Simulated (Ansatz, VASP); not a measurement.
# Ge3P2 in VASP and in Ansatz

Contents of INCAR:

```
ALGO = Normal ; EDIFF = 1E-6
ENCUT = 520 ; GGA = PE
ISIF = 2 ; ISMEAR = 0
LASPH = T ; LCHARG = F
LREAL = F ; LWAVE = F
NBANDS = 34 ; NELM = 80
PREC = Accurate ; SIGMA = 0.1
```

Contents of KPOINTS:

```
k-points
0
Gamma
  6 6 4
```

The input POSCAR:

```
Ge3P2
1.0
    4.3182873679      0.0000000000      0.0000000000
   -2.1591436839      3.7397465614      0.0000000000
    0.0000000000      0.0000000000      5.2139337637
Ge P
3 2
Direct
    0.0000000000      0.0000000000      0.0000000000
    0.3333333333      0.6666666667      0.6250000000
    0.6666666667      0.3333333333      0.3750000000
    0.3333333333      0.6666666667      0.1380000000
    0.6666666667      0.3333333333      0.8620000000
```

Input for Ansatz:

```yaml
crystal:
  lattice:
    - [4.3182873679, 0.0, 0.0]
    - [-2.1591436839, 3.7397465614, 0.0]
    - [0.0, 0.0, 5.2139337637]
  atoms:
    - { symbol: Ge, position: [0.0, 0.0, 0.0] }
    - { symbol: Ge, position: [0.3333333333, 0.6666666667, 0.625] }
    - { symbol: Ge, position: [0.6666666667, 0.3333333333, 0.375] }
    - { symbol: P, position: [0.3333333333, 0.6666666667, 0.138] }
    - { symbol: P, position: [0.6666666667, 0.3333333333, 0.862] }
basis:
  ecutwfc: 420
kpoints:
  mp_grid: { grid: [6, 6, 4] }
hamiltonian:
  xc: pbe
scf:
  occupations: { method: gaussian, width: 0.1 }
  lower_state_search: "off"
output:
  forces: true
  stress: true
  eigenvalues: true
```

Alike in both runs: task single point; functional PBE; k mesh 6 × 6 × 4; occupations gaussian, width 0.1 eV; no spin polarisation.

|  | VASP | Ansatz |
| --- | --- | --- |
| version | VASP 6.6.1 | Ansatz 0.2.0 |
| potentials or method | VASP PAW PBE potentials, release 64 (Ge_d, P), cutoff 520 eV | scalar-relativistic, plane waves, PAW |
| valence electrons in the cell | 52 | 52 |

Ansatz gave:

- gap on the k mesh at the Fermi level (eV): none
- pressure (GPa): 11.4
- traceless stress, the component that is largest in VASP (GPa): -0.69
- rms of the force components (eV/Å): 0.257

Question: Which values does VASP return?

Answer: gap on the k mesh at the Fermi level (eV): none; pressure (GPa): 11.4; traceless stress, the component that is largest in VASP (GPa): -0.71; rms of the force components (eV/Å): 0.257.

Atom by atom the forces differ by 0.000 eV/Å (rms over components). A gap of «none» marks a metal or a gap that the smearing closes.
